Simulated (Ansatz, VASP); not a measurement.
# Two plane-wave programs on HfO2

INCAR

```
SYSTEM = HfO2
ALGO     = Normal         ! electronic algorithm
EDIFF    = 1E-6           ! SCF threshold, eV
ENCUT    = 520            ! plane-wave cutoff, eV
GGA      = PS             ! functional
ISIF     = 2              ! what is computed and relaxed
ISMEAR   = 0              ! smearing method
LASPH    = .True.         ! aspherical terms in the spheres
LCHARG   = .True.         ! write CHGCAR
LELF     = .True.         ! ELF
LREAL    = .False.        ! projectors in reciprocal space
LVHAR    = .True.       
LWAVE    = .False.        ! write WAVECAR
NBANDS   = 31             ! bands
NELM     = 100            ! most SCF steps
PREC     = Accurate       ! precision mode
SIGMA    = 0.05           ! smearing width, eV
```

KPOINTS

```
k-points
0
Gamma
  6 6 8
  0 0 0
```

File POSCAR:

```
HfO2
1.0
    4.8307835077      0.0000000000      0.0000000000
    0.0000000000      4.8307835077      0.0000000000
    0.0000000000      0.0000000000      3.2101828971
Hf O
2 4
Direct
    0.0000000000      0.0000000000     -0.0309951187
    0.5000000000      0.5000000000      0.5309951187
    0.1384527705      0.7484870443      0.4882965444
    0.3615472295      0.2484870443      0.0117034556
    0.6384527705      0.7515129557      0.0117034556
    0.8615472295      0.2515129557      0.4882965444
```

Input for Ansatz:

```yaml
crystal:
  lattice:
    - [4.8307835077, 0.0, 0.0]
    - [0.0, 4.8307835077, 0.0]
    - [0.0, 0.0, 3.2101828971]
  atoms:
    - { symbol: Hf, position: [0.0, 0.0, -0.0309951187] }
    - { symbol: Hf, position: [0.5, 0.5, 0.5309951187] }
    - { symbol: O, position: [0.1384527705, 0.7484870443, 0.4882965444] }
    - { symbol: O, position: [0.3615472295, 0.2484870443, 0.0117034556] }
    - { symbol: O, position: [0.6384527705, 0.7515129557, 0.0117034556] }
    - { symbol: O, position: [0.8615472295, 0.2515129557, 0.4882965444] }
basis:
  ecutwfc: 520.0
kpoints:
  mp_grid: { grid: [6, 6, 8] }
hamiltonian:
  xc: pbesol
  pseudopotentials: { kind: paw, azcp: { folder: soft_1 } }
scf:
  occupations: { method: gaussian, width: 0.05 }
output:
  forces: true
  stress: true
  eigenvalues: true
```

Change from the starting cell: mode 4 frozen in at -0.100 Å and mode 5 at -0.386 Å (largest displacements).

Alike in both runs: task single point; functional PBEsol; k mesh 6 × 6 × 8; occupations gaussian, width 0.05 eV; no spin polarisation.

|  | VASP | Ansatz |
| --- | --- | --- |
| version | VASP 6.6.1 | Ansatz 0.2.0 |
| potentials or method | VASP PAW PBE potentials, release 64 (Hf_pv, O), cutoff 520 eV | scalar-relativistic, plane waves, PAW |
| valence electrons in the cell | 44 | 76 |

Ansatz gave:

```
gap on the k mesh at the Fermi level (eV)                     : 3.85
least direct gap on the mesh (eV)                             : 3.85
pressure (GPa)                                                : -8.4
traceless stress, the component that is largest in VASP (GPa) : -2.11
rms of the force components (eV/Å)                            : 0.464
```

Which values does VASP return?

gap on the k mesh at the Fermi level (eV): 3.82; least direct gap on the mesh (eV): 3.86; pressure (GPa): -11.0; traceless stress, the component that is largest in VASP (GPa): -2.07; rms of the force components (eV/Å): 0.503.

VASP's potentials were made for PBE, not for PBEsol, and Ansatz warns of the same on its side. Atom by atom the forces differ by 0.041 eV/Å (rms over components). VASP's potentials hold 44 valence electrons a cell and Ansatz's 76, so a difference there can come from the potentials and not from the codes.

Spin-orbit coupling is off throughout.
